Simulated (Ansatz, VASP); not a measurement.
# W: VASP beside Ansatz

```
W
1.0
    -1.59195    1.59195    1.59195
     1.59195   -1.59195    1.59195
     1.59195    1.59195   -1.59195
W
1
Direct
  0.00000 0.00000 0.00000
```

Alike in both runs: functional PBE; k mesh 18 × 18 × 18; occupations fermi-dirac, width 0.05 eV; no spin polarisation.

Ansatz relaxed the structure, and its values are those at the end. VASP's run is a single point on that final structure, the one shown.

|  | VASP | Ansatz |
| --- | --- | --- |
| version | VASP 6.6.1 | Ansatz 0.2.0 |
| potentials or method | VASP PAW PBE potentials, release 64 (W_sv), cutoff 520 eV | all-electron LAPW, scalar-relativistic |

```tsv
	VASP	Ansatz	Ansatz less VASP
pressure (GPa)	0.4	0.0	-0.41
```

Ansatz ran all-electron here, and VASP with PAW potentials.

Neither program's run includes spin-orbit coupling.
